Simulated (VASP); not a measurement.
# CdSe in VASP: single point with PBEsol

Aim: the single point of CdSe with PBEsol.

Program: VASP 6.6.1. These are calculated values, not measurements. Logs are shortened: lines on timing, memory, paths and dates and some standing lists are left out, and cuts for length are marked.

## Step 1: The cell of the first run

The typed cell holds 8 atoms: a = 4.302 Å, b = 4.302 Å, c = 14.040 Å, α = 89.99°, β = 90.01°, γ = 119.99°.

## Step 2: Single point, PBEsol

INCAR reads:

```
PREC = Accurate
ENCUT = 520
EDIFF = 1E-6
ISMEAR = -1
SIGMA = 0.05
LREAL = F
LASPH = T
NELM = 100
ALGO = Normal
ISIF = 2
LWAVE = F
LCHARG = T
GGA = PS
LELF = T
LVHAR = T
NBANDS = 46
```

KPOINTS reads:

```
Automatic mesh
0
Gamma
  6 6 2
```

POSCAR reads:

```
CdSe
1.0
    4.3017506422      0.0002513759     -0.0004367823
   -2.1506522590      3.7257764714      0.0005365204
   -0.0014531040      0.0011792987     14.0401617359
Cd Se
4 4
Direct
    0.0037062370      0.0100864274      0.0012065990
    0.3369837557      0.6766753632      0.2513160057
    0.0037012070      0.0098807339      0.5012048994
    0.6703398175      0.3433682178      0.7513093250
    0.0036438387      0.0100727740      0.1888400620
    0.3370316300      0.6765317118      0.4390916395
    0.0036779316      0.0100235274      0.6888303904
    0.6703544238      0.3435017949      0.9390877695
```

Potentials or basis: VASP PAW PBE potentials, release 64 (Cd, Se).

The run is started by

```sh
$ cat potpaw_PBE.64/Cd/POTCAR potpaw_PBE.64/Se/POTCAR > POTCAR
$ mpirun -np 1 vasp_std > vasp.out
```

OUTCAR:

```text
PREC = Accurate
   ENCUT = 520
   EDIFF = 1E-6
   ISMEAR = -1
   LREAL = F
   LASPH = T
   NELM = 100
   ISIF = 2
   GGA = PS

 ion  position               nearest neighbor table
   1  0.004  0.010  0.001-   8 2.63   8 2.63   8 2.63   5 2.63
   2  0.337  0.677  0.251-   5 2.63   5 2.63   5 2.63   6 2.64
   3  0.004  0.010  0.501-   6 2.63   6 2.63   6 2.63   7 2.63
   4  0.670  0.343  0.751-   7 2.63   7 2.63   7 2.63   8 2.64
   5  0.004  0.010  0.189-   2 2.63   2 2.63   2 2.63   1 2.63
   6  0.337  0.677  0.439-   3 2.63   3 2.63   3 2.63   2 2.64
   7  0.004  0.010  0.689-   4 2.63   4 2.63   4 2.63   3 2.63
   8  0.670  0.344  0.939-   1 2.63   1 2.63   1 2.63   4 2.64

  LATTYP: Found a base centered monoclinic cell.
 ALAT       =    35.8858291612
 B/A-ratio  =     0.1198908891
 C/A-ratio  =     0.4428740210
 COS(beta)  =    -0.9830348966

  Lattice vectors:

 A1 = (  -8.6016020562,   7.4501222682, -14.0386519128)
 A2 = ( -10.7527004394,   3.7240944209, -14.0387516509)
 A3 = (   6.4509497972,  -3.7243457968,  14.0391884332)

Analysis of symmetry for initial positions (statically):
=====================================================================
 Subroutine PRICEL returns:
 Original cell was already a primitive cell.

 Routine SETGRP: Setting up the symmetry group for a
 base centered monoclinic supercell.

 Subroutine GETGRP returns: Found  1 space group operations
 (whereof  1 operations were pure point group operations)
 out of a pool of  4 trial point group operations.

The static configuration has the point symmetry C_1 .

Analysis of symmetry for dynamics (positions and initial velocities):
=====================================================================
 Subroutine PRICEL returns:
 Original cell was already a primitive cell.

 Routine SETGRP: Setting up the symmetry group for a
 base centered monoclinic supercell.

 Subroutine GETGRP returns: Found  1 space group operations
 (whereof  1 operations were pure point group operations)
 out of a pool of  4 trial point group operations.

The dynamic configuration has the point symmetry C_1 .

 Subroutine INISYM returns: Found  1 space group operations
 (whereof  1 operations are pure point group operations),
 and found     1 'primitive' translations

----------------------------------------------------------------------------------------

                                     Primitive cell

  volume of cell :     225.0343

  direct lattice vectors                    reciprocal lattice vectors
     4.301750642  0.000251376 -0.000436782     0.232455658  0.134181769  0.000012788
    -2.150652259  3.725776471  0.000536520    -0.000015686  0.268391377 -0.000022545
    -0.001453104  0.001179299 14.040161736     0.000007232 -0.000006082  0.071224252

  length of vectors
     4.301750672  4.301943252 14.040161861     0.268403391  0.268391378  0.071224253

  position of ions in fractional coordinates (direct lattice)
     0.003706237  0.010086427  0.001206599
     0.336983756  0.676675363  0.251316006
     0.003701207  0.009880734  0.501204899
     0.670339818  0.343368218  0.751309325
     0.003643839  0.010072774  0.188840062
     0.337031630  0.676531712  0.439091639
     0.003677932  0.010023527  0.688830390
     0.670354424  0.343501795  0.939087769

  ion indices of the primitive-cell ions
   primitive index   ion index
                 1           1
                 2           2
                 3           3
                 4           4
                 5           5
                 6           6
                 7           7
                 8           8

----------------------------------------------------------------------------------------

 KPOINTS: Automatic mesh

Automatic generation of k-mesh.
 Grid dimensions read from file:
 generate k-points for:    6    6    2

 Generating k-lattice:

  Cartesian coordinates                     Fractional coordinates (reciprocal lattice)
     0.038742610  0.022363628  0.000002131     0.166666667 -0.000000000 -0.000000000
    -0.000002614  0.044731896 -0.000003758    -0.000000000  0.166666667 -0.000000000
     0.000003616 -0.000003041  0.035612126     0.000000000 -0.000000000  0.500000000

  Length of vectors
     0.044733898  0.044731896  0.035612126

  Shift w.r.t. Gamma in fractional coordinates (k-lattice)
     0.000000000  0.000000000  0.000000000

 Subroutine IBZKPT returns following result:
 ===========================================

 Found     40 irreducible k-points:

 Following reciprocal coordinates:
            Coordinates               Weight
  0.000000  0.000000  0.000000      1.000000
  0.166667  0.000000 -0.000000      2.000000
 -0.000000 -0.166667  0.000000      2.000000
  0.333333  0.000000  0.000000      2.000000
 -0.000000 -0.333333  0.000000      2.000000
  0.500000  0.000000  0.000000      1.000000
[... 16 lines left out ...]
  0.000000 -0.166667  0.500000      2.000000
  0.333333  0.000000  0.500000      2.000000
 [... further k-points ...]
   k-points           NKPTS =     40   k-points in BZ     NKDIM =     40   number of bands    NBANDS=     46
   number of dos      NEDOS =    301   number of ions     NIONS =      8
   total plane-waves  NPLWV = 110592
   dimension x,y,z NGX =    32 NGY =   32 NGZ =  108
   dimension x,y,z NGXF=    64 NGYF=   64 NGZF=  216
   ions per type =               4   4
   NGX,Y,Z   is equivalent  to a cutoff of  12.37, 12.37, 12.79 a.u.
   NGXF,Y,Z  is equivalent  to a cutoff of  24.73, 24.73, 25.58 a.u.
 SYSTEM =  unknown system
   PREC   = accura    normal or accurate (medium, high low for compatibility)
   ISTART =      0    job   : 0-new  1-cont  2-samecut
   ICHARG =      2    charge: 1-file 2-atom 10-const
   ISPIN  =      1    spin polarized calculation?
   LNONCOLLINEAR =      F non collinear calculations
   LSORBIT =      F    spin-orbit coupling
   LASPH  =      T    aspherical Exc in radial PAW
   ENCUT  =  520.0 eV  38.22 Ry    6.18 a.u.   8.00  8.00 26.11*2*pi/ulx,y,z
   NELM   =    100;   NELMIN=  2; NELMDL= -5     # of ELM steps
   EDIFF  = 0.1E-05   stopping-criterion for ELM
   LREAL  =      F    real-space projection
   EDIFFG = 0.1E-04   stopping-criterion for IOM
   NSW    =      0    number of steps for IOM
   IBRION =     -1    ionic relax: 0-MD 1-quasi-New 2-CG
   NFREE  =      0    steps in history (QN), initial steepest desc. (CG)
   ISIF   =      2    stress and relaxation
   ISYM   =      2    0-nonsym 1-usesym 2-fastsym
   POTIM  = 0.5000    time-step for ionic-motion
   TEBEG  =    0.0;   TEEND  =   0.0 temperature during run
   PSTRESS=    0.0 pullay stress
   NELECT =      72.0000    total number of electrons
   NUPDOWN=      -1.0000    fix difference up-down
   EMIN   =  10.00;   EMAX   =-10.00  energy-range for DOS
   EFERMI =   0.00;   METHOD = LEGACY
   ISMEAR =    -1;   SIGMA  =   0.05  broadening in eV -4-tet -1-fermi 0-gaus
   EFERMI_NEDOS =   21; number of points for ismear=-14 and -15
   IALGO  =     38    algorithm
   IMIX   =      4    mixing-type and parameters
     AMIX     =   0.40;   BMIX     =  1.00
     AMIX_MAG =   1.60;   BMIX_MAG =  1.00
  volume/ion in A,a.u.               =      28.13       189.83
  Fermi-wavevector in a.u.,A,eV,Ry     =   1.119703  2.115931 17.058089  1.253734
  Thomas-Fermi vector in A             =   2.256344
   LORBIT       =      0    0 simple, 1 ext, 2 COOP (PROOUT), +10 PAW based schemes
   GGA     = PS    functional components
   LHFCALC =     F    Hartree Fock is set to
   AEXX    =    0.0000 exact exchange contribution
   IVDW    =     0    specifies the selected vdW correction
   LEPSILON=     F    determine dielectric tensor
   LRPA    =     F    only Hartree local field effects (RPA)
 non-spin polarized calculation
  energy-cutoff  :      520.00
  volume of cell :      225.03
 maximum number of plane-waves:      6075
   NGX = 15   NGY = 15   NGZ = 53

 number of electron      71.9999998 magnetization

 Free energy of the ion-electron system (eV)
  ---------------------------------------------------
  ext. energy  EPLUGINS =         0.00000000
  ---------------------------------------------------
  free energy    TOTEN  =       -24.69640426 eV

  energy without entropy =      -24.69621250  energy(sigma->0) =      -24.69630838

 E-fermi :   1.0993     XC(G=0):  -9.0944

 val. band max:        0.8160362345   @ k =   0.0000   0.0000   0.0000
 cond. band min:       1.3253617210   @ k =   0.0000   0.0000   0.0000
 fundamental gap:      0.5093254865
 Fermi energy:         1.0993196578

 k-point     1 :       0.0000    0.0000    0.0000
  band No.  band energies     occupation
      1     -11.8113      2.00000
      2     -11.6222      2.00000
      3     -11.6182      2.00000
      4     -11.4280      2.00000
      5      -7.0959      2.00000
      6      -7.0924      2.00000
[... 38 lines left out ...]
     45       6.7582      0.00000
     46       6.9130      0.00000

 k-point     2 :       0.1667    0.0000   -0.0000
  band No.  band energies     occupation
      1     -11.7271      2.00000
      2     -11.5597      2.00000
      3     -11.5557      2.00000
      4     -11.3902      2.00000
      5      -7.0701      2.00000
      6      -7.0631      2.00000
[... 38 lines left out ...]
     45       6.9324      0.00000
     46       6.9708      0.00000

 k-point     3 :      -0.0000   -0.1667    0.0000
  band No.  band energies     occupation
      1     -11.7271      2.00000
      2     -11.5597      2.00000
      3     -11.5557      2.00000
      4     -11.3902      2.00000
      5      -7.0701      2.00000
      6      -7.0631      2.00000
[... 38 lines left out ...]
     45       6.9320      0.00000
     46       6.9710      0.00000

 k-point     4 :       0.3333    0.0000    0.0000
  band No.  band energies     occupation
      1     -11.5431      2.00000
      2     -11.4332      2.00000
      3     -11.4297      2.00000
      4     -11.3260      2.00000
      5      -7.0237      2.00000
      6      -7.0158      2.00000
[... 920 lines left out ...]
     45       7.1673      0.00000
     46       7.1976      0.00000

 k-point    23 :       0.0000   -0.1667    0.5000
  band No.  band energies     occupation
      1     -11.6775      2.00000
      2     -11.6774      2.00000
      3     -11.4389      2.00000
      4     -11.4388      2.00000
      5      -7.0486      2.00000
      6      -7.0486      2.00000
[... 38 lines left out ...]
     45       7.1686      0.00000
     46       7.1856      0.00000

 k-point    24 :       0.3333    0.0000    0.5000
  band No.  band energies     occupation
      1     -11.5099      2.00000
      2     -11.5098      2.00000
      3     -11.3562      2.00000
      4     -11.3561      2.00000
      5      -7.0108      2.00000
      6      -7.0108      2.00000
[... 38 lines left out ...]
     45       7.5852      0.00000
     46       7.6016      0.00000

 [... further k-points ...]
[... 5 lines left out ...]
  --------------------------------------------------------------------------------------
  -------------------------------------------------------------------------------------
  Total        0.4591264      0.4560521      0.4569936     -0.0022013     -0.0033725      0.0045951
  in kB        3.2688428      3.2469550      3.2536583     -0.0156727     -0.0240111      0.0327157
  external PRESSURE =       3.2564854 kB  Pullay stress =       0.0000000 kB

 VOLUME and BASIS-vectors are now :
 -----------------------------------------------------------------------------
  energy-cutoff  :      520.00
  volume of cell :      225.03
      direct lattice vectors                 reciprocal lattice vectors
     4.301750642  0.000251376 -0.000436782     0.232455658  0.134181769  0.000012788
    -2.150652259  3.725776471  0.000536520    -0.000015686  0.268391377 -0.000022545
    -0.001453104  0.001179299 14.040161736     0.000007232 -0.000006082  0.071224252

 POSITION                                       TOTAL-FORCE (eV/Angst)
 -----------------------------------------------------------------------------------
     -0.00575      0.03758      0.01694         0.000086      0.000159      0.000651
     -0.00604      2.52152      3.52873         0.000413     -0.000260     -0.000115
     -0.00606      0.03741      7.03700         0.000210     -0.000287      0.000319
      2.14408      1.28037     10.54840         0.000540     -0.000003      0.000367
     -0.00626      0.03775      2.65135        -0.000424      0.000090     -0.001468
     -0.00580      2.52121      6.16513        -0.000407      0.000477      0.000428
     -0.00674      0.03816      9.67129        -0.000259      0.000090     -0.000699
      2.14358      1.28109     13.18484        -0.000159     -0.000266      0.000516
 -----------------------------------------------------------------------------------
    total drift:                               -0.000268     -0.000047     -0.000775

  FREE ENERGIE OF THE ION-ELECTRON SYSTEM (eV)
  ---------------------------------------------------
  free  energy   TOTEN  =       -24.6964042637 eV

  energy  without entropy=      -24.6962124968  energy(sigma->0) =      -24.69630838
```

Wall time 13 min (1 thread of Oxide Virtual Turin-like, shared host); peak memory 0.48 GiB.

What came out:

```yaml
Free_energy: -24.6964 eV
Pressure: 0.3 GPa
Band_gap_on_the_k_mesh: 0.51 eV, direct
```

Levels at points of the mesh, in eV from the valence-band top:
```csv
k point,band 33,band 34,band 35,band 36,band 37,band 38,band 39,band 40
"(0.00, 0.00, 0.00)",-0.40,-0.02,0.00,0.00,0.51,2.15,2.19,2.32
"(0.50, 0.00, 0.00)",-1.37,-1.35,-0.94,-0.76,2.44,2.73,3.30,3.64
"(0.00, 0.50, 0.00)",-1.37,-1.35,-0.94,-0.76,2.44,2.73,3.30,3.64
"(0.50, 0.50, 0.00)",-1.37,-1.35,-0.94,-0.76,2.44,2.73,3.29,3.64
"(0.00, 0.00, 0.50)",-0.13,-0.13,-0.13,-0.13,1.57,1.57,2.25,2.25
"(0.50, 0.00, 0.50)",-1.28,-1.28,-0.95,-0.95,2.88,2.88,3.32,3.32
"(0.00, 0.50, 0.50)",-1.28,-1.28,-0.95,-0.95,2.88,2.88,3.32,3.32
"(0.50, 0.50, 0.50)",-1.28,-1.28,-0.95,-0.95,2.88,2.88,3.32,3.32
```

Caveat: the PAW data sets were made with another functional, which shifts forces and pressure a little.
